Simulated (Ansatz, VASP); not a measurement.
**ZrB in VASP and in Ansatz**

Contents of INCAR:

```
SYSTEM = ZrB
PREC     = Accurate       ! precision mode
ENCUT    = 520            ! plane-wave cutoff, eV
EDIFF    = 1E-7           ! SCF threshold, eV
ISMEAR   = 0              ! smearing method
SIGMA    = 0.15           ! smearing width, eV
LREAL    = .FALSE.        ! projectors in reciprocal space
LASPH    = .TRUE.         ! aspherical terms in the spheres
NELM     = 100            ! most SCF steps
ALGO     = Normal         ! electronic algorithm
ISIF     = 2              ! what is computed and relaxed
LWAVE    = .FALSE.        ! write WAVECAR
LCHARG   = .FALSE.        ! write CHGCAR
NBANDS   = 14             ! bands
```

Contents of KPOINTS:

```
Automatic mesh
0
G
  16 16 16
  0 0 0
```

File POSCAR:

```
ZrB
1.0
    0.0000000000      2.4153850465      2.2383373226
    2.4716635181      0.0000000000      2.2383373226
    2.4716635181      2.4153850465      0.0000000000
Zr B
1 1
Direct
    0.0000000000      0.0000000000      0.0000000000
    0.5000000000      0.5000000000      0.5000000000
```

Input for Ansatz:

```yaml
crystal:
  lattice:
    - [0.0, 2.4153850465, 2.2383373226]
    - [2.4716635181, 0.0, 2.2383373226]
    - [2.4716635181, 2.4153850465, 0.0]
  atoms:
    - { symbol: Zr, position: [0.0, 0.0, 0.0] }
    - { symbol: B, position: [0.5, 0.5, 0.5] }
basis:
  ecutwfc: 520.0
kpoints:
  mp_grid: { grid: [16, 16, 16] }
hamiltonian:
  xc: lda
scf:
  occupations: { method: gaussian, width: 0.15 }
output:
  forces: true
  stress: true
  eigenvalues: true
```

Change from the starting cell: normal strain along x +0.0233, normal strain along z -0.0733.

Alike in both runs: task single point; functional LDA; k mesh 16 × 16 × 16; occupations gaussian, width 0.15 eV; no spin polarisation.

|  | VASP | Ansatz |
| --- | --- | --- |
| version | VASP 6.6.1 | Ansatz 0.2.0 |
| potentials or method | VASP PAW LDA potentials, release 64 (Zr_sv, B), cutoff 520 eV | scalar-relativistic, plane waves, PAW |
| valence electrons in the cell | 15 | 15 |

|  | VASP | Ansatz | Ansatz less VASP |
| --- | --- | --- | --- |
| gap on the k mesh at the Fermi level (eV) | none | none | - |
| pressure (GPa) | 12.6 | 12.2 | -0.36 |
| traceless stress, the component that is largest in VASP (GPa) | 22.61 | 22.59 | -0.017 |

LDA's correlation is that of Perdew and Zunger in VASP and of Perdew and Wang (1992) in Ansatz. A gap of «none» marks a metal or a gap that the smearing closes.
